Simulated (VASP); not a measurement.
Set up this calculation in VASP 6.6.1, as the native input.

```yaml
Task: single point
Functional: PBE
Potentials_or_basis: VASP PAW PBE potentials, release 64 (Sb)
Cutoff: 520 eV
k_mesh: 12 × 12 × 6
Occupations: gaussian, width 0.1 eV
Spin: no spin polarisation
Dipole_correction: no
Further_INCAR_settings: ALGO = Normal; EDIFF = 1e-06; NBANDS = 18
```

The structure of Sb lies in POSCAR:

```
Sb
1.0
    4.2524400993      0.0000000000      0.0000000000
   -2.1262200496      3.6827211540      0.0000000000
    0.0000000000      0.0000000000      9.7057659728
Sb
4
Direct
    0.0000000000      0.0000000000      0.7892076523
    0.0000000000      0.0000000000      0.2107923477
    0.3333333333      0.6666666667      0.6269889138
    0.6666666667      0.3333333333      0.3730110862
```

The cell was built from a structure type or drawn by symmetry, and may not be a known phase.

One way to write it, as run:

INCAR

```
SYSTEM = Sb
  ALGO = Normal
  EDIFF = 1E-6
  ENCUT = 520
  GGA = PE
  ISIF = 2
  ISMEAR = 0
  LASPH = .TRUE.
  LCHARG = .FALSE.
  LREAL = .FALSE.
  LWAVE = .FALSE.
  NBANDS = 18
  NELM = 60
  PREC = Accurate
  SIGMA = 0.1
```

KPOINTS

```
k-points
0
G
  12 12 6
  0 0 0
```

Potentials or basis: VASP PAW PBE potentials, release 64 (Sb).

Run with:

```bash
$ cat potpaw_PBE.64/Sb/POTCAR > POTCAR
$ mpirun -np 1 vasp_std > vasp.out
```

It gave:

```
Pressure               : 0.1 GPa
Largest force          : 0.058 eV/Å
Band gap on the k mesh : zero (bands 10 and 11 overlap by 0.32 eV)
```

Caveat: spin-orbit coupling is left out, which moves the levels of the heavy elements.

Run time: 4.2 min on 1 thread of Intel(R) Xeon(R) Platinum 8175M CPU @ 2.50GHz (Skylake/Cascade Lake), with other jobs on the host, peak memory 0.38 GiB.
